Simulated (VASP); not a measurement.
Write the native input for VASP 6.6.1 that does the following.

```yaml
Task: relaxation of cell and atoms
Functional: PBEsol
Potentials_or_basis: VASP PAW PBE potentials, release 64 (Cs_sv)
Cutoff: 600 eV
k_mesh: 10 × 10 × 6
Occupations: fermi-dirac, width 0.05 eV
Spin: no spin polarisation
Target_pressure: 2.9 GPa
Dipole_correction: no
Further_INCAR_settings: ALGO = Normal; EDIFF = 1e-06; IBRION = 2; EDIFFG = -0.005; NSW = 60; ISIF = 3
```

The structure of Cs lies in POSCAR:

```
Cs
1.0
    4.3282912648      0.0000000000      0.0000000000
   -2.1641456324      3.7484101903      0.0000000000
    0.0000000000      0.0000000000      7.0118318490
Cs
2
Direct
    0.3333333333      0.6666666667      0.2500000000
    0.6666666667      0.3333333333      0.7500000000
```

This isn't the form of Cs at room conditions, which is bcc.

These files were run (other wordings do the same):

INCAR

```
SYSTEM = Cs
  ALGO = Normal
  EDIFF = 1E-6
  EDIFFG = -0.005
  ENCUT = 600
  GGA = PS
  IBRION = 2
  ISIF = 3
  ISMEAR = -1
  LASPH = .TRUE.
  LCHARG = .FALSE.
  LREAL = .FALSE.
  LWAVE = .FALSE.
  NELM = 100
  NSW = 60
  PREC = Accurate
  PSTRESS = 29.0
  SIGMA = 0.05
```

KPOINTS

```
k-points
0
G
  10 10 6
  0 0 0
```

Potentials or basis: VASP PAW PBE potentials, release 64 (Cs_sv).

The run is started by

```sh
$ cat potpaw_PBE.64/Cs_sv/POTCAR > POTCAR
$ mpirun -np 1 vasp_std > vasp.out
```

Results of the run:

* Relaxed volume: 58.28 Å³/atom
* Relaxed cell: a = 4.344 Å, b = 4.344 Å, c = 7.133 Å, α = 90.00°, β = 90.00°, γ = 120.00°
* Space group after relaxing (to 0.1 Å): P6_3/mmc (No. 194)
* Energy change on relaxing (the run minimises the enthalpy): -26.4 meV/atom
* Ionic steps: 11
* Pressure after relaxing: 2.9 GPa
* Band gap on the k mesh: zero (bands 9 and 10 overlap by 1.55 eV)

Caveat: the cell is relaxed towards a set pressure, so the run minimises the enthalpy, not the energy; the PAW data sets were made with another functional, which shifts forces and pressure a little; spin-orbit coupling is left out, which moves the levels of the heavy elements.

Wall time 3 min on 1 thread of Intel(R) Xeon(R) 6975P-C (Granite Rapids), on a shared host, peak memory 0.3 GiB.
